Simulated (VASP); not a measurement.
# TePbS4 (F222) in VASP: single point with PBE

Aim: the single point of TePbS4 with PBE.

Everything below comes from runs of VASP 6.6.1. Logs are shortened: lines on timing, memory, paths and dates and some standing lists are left out, and cuts for length are marked.

### 1 The cell of the first run

Symmetry: F222, No. 22, orthorhombic system. The conventional cell has a = 7.442 Å, b = 7.450 Å, c = 12.740 Å, α = 90.00°, β = 90.00°, γ = 90.00°. Te (site symmetry 222) has 6 S at 2.61 to 2.67 Å within 3.4 Å. Pb (site symmetry 222) has 6 S at 2.69 to 2.76 Å within 3.6 Å. S (site symmetry 2) has 1 Te at 2.61 Å and 2 Pb at 2.69 Å within 3.4 Å. Within 3.5 Å of S (site symmetry 2) lie 2 Te at 2.67 Å and 1 Pb at 2.76 Å and 2 S at 3.42 Å.

### 2 Single point, PBE

INCAR

```
SYSTEM = TePbS4
PREC = Accurate
ENCUT = 500
EDIFF = 1E-6
ISMEAR = 0
SIGMA = 0.15
LREAL = .False.
LASPH = .True.
NELM = 120
ALGO = Normal
ISIF = 2
LWAVE = .False.
LCHARG = .True.
GGA = PE
LELF = .True.
LVHAR = .True.
NBANDS = 31
GGA_COMPAT = .False.
```

KPOINTS

```
Automatic mesh
0
Gamma
  3 3 3
  0 0 0
```

POSCAR

```
TePbS4
1.0
    0.0000000000      3.7252104739      6.3701827044
    3.7211181992      0.0000000000      6.3701827044
    3.7211181992      3.7252104739      0.0000000000
Te Pb S
1 1 4
Direct
    0.7500000000      0.7500000000      0.7500000000
    0.0000000000      0.0000000000      0.0000000000
    0.5448306926      0.5448306926      0.9551693074
    0.9551693074      0.9551693074      0.5448306926
    0.2166604945      0.2166604945      0.7833395055
    0.7833395055      0.7833395055      0.2166604945
```

Potentials or basis: VASP PAW PBE potentials, release 64 (Te, Pb_d, S).

Started as:

```
cat potpaw_PBE.64/Te/POTCAR potpaw_PBE.64/Pb_d/POTCAR potpaw_PBE.64/S/POTCAR > POTCAR
mpirun -np 1 vasp_std > vasp.out
```

OUTCAR:

```text
SYSTEM = TePbS4
   PREC = Accurate
   ENCUT = 500
   EDIFF = 1E-6
   ISMEAR = 0
   LREAL = .False.
   LASPH = .True.
   NELM = 120
   ISIF = 2
   GGA = PE

 ion  position               nearest neighbor table
   1  0.750  0.750  0.750-   3 2.61   4 2.61   6 2.67   6 2.67   5 2.67   5 2.67
   2  0.000  0.000  0.000-   3 2.69   3 2.69   4 2.69   4 2.69   5 2.76   6 2.76
   3  0.545  0.545  0.955-   1 2.61   2 2.69   2 2.69
   4  0.955  0.955  0.545-   1 2.61   2 2.69   2 2.69
   5  0.217  0.217  0.783-   1 2.67   1 2.67   2 2.76
   6  0.783  0.783  0.217-   1 2.67   1 2.67   2 2.76

  LATTYP: Found a face centered orthorhombic cell.
 ALAT       =     7.4422363984
 B/A-ratio  =     1.0010997433
 C/A-ratio  =     1.7119001234

  Lattice vectors:

 A1 = (   0.0000000000,   3.7252104739,   6.3701827044)
 A2 = (   3.7211181992,   0.0000000000,   6.3701827044)
 A3 = (   3.7211181992,   3.7252104739,   0.0000000000)

Analysis of symmetry for initial positions (statically):
=====================================================================
 Subroutine PRICEL returns:
 Original cell was already a primitive cell.

 Routine SETGRP: Setting up the symmetry group for a
 face centered orthorhombic supercell.

 Subroutine GETGRP returns: Found  4 space group operations
 (whereof  4 operations were pure point group operations)
 out of a pool of  8 trial point group operations.

The static configuration has the point symmetry D_2 .

Analysis of symmetry for dynamics (positions and initial velocities):
=====================================================================
 Subroutine PRICEL returns:
 Original cell was already a primitive cell.

 Routine SETGRP: Setting up the symmetry group for a
 face centered orthorhombic supercell.

 Subroutine GETGRP returns: Found  4 space group operations
 (whereof  4 operations were pure point group operations)
 out of a pool of  8 trial point group operations.

The dynamic configuration has the point symmetry D_2 .

 Subroutine INISYM returns: Found  4 space group operations
 (whereof  4 operations are pure point group operations),
 and found     1 'primitive' translations

----------------------------------------------------------------------------------------

                                     Primitive cell

  volume of cell :     176.6063

  direct lattice vectors                    reciprocal lattice vectors
[... 80 lines left out ...]
   EDIFFG = 0.1E-04   stopping-criterion for IOM
   NSW    =      0    number of steps for IOM
   IBRION =     -1    ionic relax: 0-MD 1-quasi-New 2-CG
   NFREE  =      0    steps in history (QN), initial steepest desc. (CG)
   ISIF   =      2    stress and relaxation
   ISYM   =      2    0-nonsym 1-usesym 2-fastsym
   POTIM  = 0.5000    time-step for ionic-motion
   TEBEG  =    0.0;   TEEND  =   0.0 temperature during run
   PSTRESS=    0.0 pullay stress
   NELECT =      44.0000    total number of electrons
   NUPDOWN=      -1.0000    fix difference up-down
   EMIN   =  10.00;   EMAX   =-10.00  energy-range for DOS
   EFERMI =   0.00;   METHOD = LEGACY
   ISMEAR =     0;   SIGMA  =   0.15  broadening in eV -4-tet -1-fermi 0-gaus
   EFERMI_NEDOS =   21; number of points for ismear=-14 and -15
   IALGO  =     38    algorithm
   IMIX   =      4    mixing-type and parameters
     AMIX     =   0.40;   BMIX     =  1.00
     AMIX_MAG =   1.60;   BMIX_MAG =  1.00
  volume/ion in A,a.u.               =      29.43       198.63
  Fermi-wavevector in a.u.,A,eV,Ry     =   1.030126  1.946656 14.437952  1.061160
  Thomas-Fermi vector in A             =   2.164208
   LORBIT       =      0    0 simple, 1 ext, 2 COOP (PROOUT), +10 PAW based schemes
   GGA     = PE    functional components
   LHFCALC =     F    Hartree Fock is set to
   AEXX    =    0.0000 exact exchange contribution
   IVDW    =     0    specifies the selected vdW correction
   LEPSILON=     F    determine dielectric tensor
   LRPA    =     F    only Hartree local field effects (RPA)
 non-spin polarized calculation
 Gauss-broadening in eV      SIGMA  =   0.15
  energy-cutoff  :      500.00
  volume of cell :      176.61
 maximum number of plane-waves:      4527
 NGX is ok and might be reduce to    54
   NGX = 27   NGY = 27   NGZ = 19

 number of electron      43.9999998 magnetization

 Free energy of the ion-electron system (eV)
  ---------------------------------------------------
  ext. energy  EPLUGINS =         0.00000000
  ---------------------------------------------------
  free energy    TOTEN  =       -21.88115135 eV

  energy without entropy =      -21.86045136  energy(sigma->0) =      -21.87080135

 E-fermi :   2.6594     XC(G=0):  -8.3496

 val. band max:        2.5156297563   @ k =  -0.3333   0.3333   0.3333
 cond. band min:       2.6714700985   @ k =   0.3333   0.3333   0.0000
 fundamental gap:      0.1558403422
 Fermi energy:         2.6593675917

 k-point     1 :       0.0000    0.0000    0.0000
  band No.  band energies     occupation
      1     -14.0793      2.00000
      2     -13.9936      2.00000
      3     -13.8776      2.00000
      4     -13.8775      2.00000
      5     -13.8606      2.00000
      6     -11.5727      2.00000
[... 261 lines left out ...]
     30       9.6827      0.00000
     31      10.0407      0.00000

------------------------ aborting loop because EDIFF is reached ----------------------------------------

  FORCE on cell =-STRESS in cart. coord.  units (eV):
  Direction    XX          YY          ZZ          XY          YZ          ZX
  --------------------------------------------------------------------------------------
  -------------------------------------------------------------------------------------
  Total       -0.0704284     -0.0972365     -0.7120761      0.0000000      0.0000000      0.0000000
  in kB       -0.6389282     -0.8821320     -6.4599747      0.0000000      0.0000000      0.0000000
  external PRESSURE =      -2.6603450 kB  Pullay stress =       0.0000000 kB

 VOLUME and BASIS-vectors are now :
 -----------------------------------------------------------------------------
  energy-cutoff  :      500.00
  volume of cell :      176.61
      direct lattice vectors                 reciprocal lattice vectors
     0.000000000  3.725210474  6.370182704    -0.134368212  0.134220604  0.078490684
     3.721118199  0.000000000  6.370182704     0.134368212 -0.134220604  0.078490684
     3.721118199  3.725210474  0.000000000     0.134368212  0.134220604 -0.078490684

 POSITION                                       TOTAL-FORCE (eV/Angst)
 -----------------------------------------------------------------------------------
      5.58168      5.58782      9.55527        -0.000000      0.000000     -0.000000
      0.00000      0.00000      0.00000        -0.000000      0.000000     -0.000000
      5.58168      5.58782      6.94134        -0.000000      0.000000      0.035111
      5.58168      5.58782     12.16921        -0.000000      0.000000     -0.035111
      3.72112      3.72521      2.76033         0.000000     -0.000000     -0.010522
      3.72112      3.72521      9.98003         0.000000     -0.000000      0.010522
 -----------------------------------------------------------------------------------
    total drift:                               -0.000001     -0.000002      0.000002

  FREE ENERGIE OF THE ION-ELECTRON SYSTEM (eV)
  ---------------------------------------------------
  free  energy   TOTEN  =       -21.8811513482 eV

  energy  without entropy=      -21.8604513573  energy(sigma->0) =      -21.87080135
```

OSZICAR:

```text
N       E                     dE             d eps       ncg     rms          rms(c)
DAV:   1     0.361171558794E+03    0.36117E+03   -0.17994E+04   496   0.123E+03
DAV:   2     0.169256174840E+02   -0.34425E+03   -0.32768E+03   576   0.304E+02
DAV:   3    -0.221203381470E+02   -0.39046E+02   -0.38024E+02   648   0.109E+02
DAV:   4    -0.235770015686E+02   -0.14567E+01   -0.14520E+01   641   0.261E+01
DAV:   5    -0.236446710108E+02   -0.67669E-01   -0.67658E-01   722   0.529E+00    0.171E+01
DAV:   6    -0.218975184382E+02    0.17472E+01   -0.30031E+00   707   0.127E+01    0.939E+00
DAV:   7    -0.218889257573E+02    0.85927E-02   -0.10536E+00   649   0.427E+00    0.939E+00
DAV:   8    -0.218893724383E+02   -0.44668E-03   -0.52782E-02   627   0.118E+00    0.769E+00
DAV:   9    -0.218815958532E+02    0.77766E-02   -0.29037E-02   657   0.104E+00    0.196E+00
DAV:  10    -0.218810272467E+02    0.56861E-03   -0.54465E-03   603   0.316E-01    0.112E+00
DAV:  11    -0.218810723237E+02   -0.45077E-04   -0.47209E-04   609   0.103E-01    0.668E-01
DAV:  12    -0.218811206213E+02   -0.48298E-04   -0.19675E-04   757   0.713E-02    0.248E-01
DAV:  13    -0.218811455381E+02   -0.24917E-04   -0.49170E-05   611   0.385E-02    0.541E-02
DAV:  14    -0.218811483016E+02   -0.27635E-05   -0.41794E-06   585   0.115E-02    0.309E-02
DAV:  15    -0.218811512157E+02   -0.29142E-05   -0.18162E-06   491   0.744E-03    0.890E-03
DAV:  16    -0.218811513482E+02   -0.13251E-06   -0.38275E-07   395   0.376E-03
   1 F= -.21881151E+02 E0= -.21870801E+02  d E =-.207000E-01
```

Wall time 50 s (1 thread of Intel Xeon Platinum 8488C (Sapphire Rapids), shared host); peak memory 0.34 GiB.

What came out:

```yaml
Free_energy: -21.8812 eV
Pressure: -0.3 GPa
Largest_force: 0.035 eV/Å
Band_gap_on_the_k_mesh: 0.16 eV, indirect (least direct gap 0.48 eV)
```

Forces on the atoms (eV/Å):
```
Te   0.000  0.000  0.000
Pb   0.000  0.000  0.000
S    0.000  0.000  0.035
S    0.000  0.000 -0.035
S    0.000  0.000 -0.011
S    0.000  0.000  0.011
```

Levels at points of the mesh, in eV from the valence-band top:
| k point | band 20 | band 21 | band 22 | band 23 | band 24 | band 25 |
| --- | --- | --- | --- | --- | --- | --- |
| (0.00, 0.00, 0.00) | -0.53 | -0.39 | -0.39 | 0.55 | 2.39 | 4.57 |

Caveat: the k points lie up to 0.43 Å⁻¹ apart; spin-orbit coupling is left out, which moves the levels of the heavy elements. A k mesh can miss the band edges.
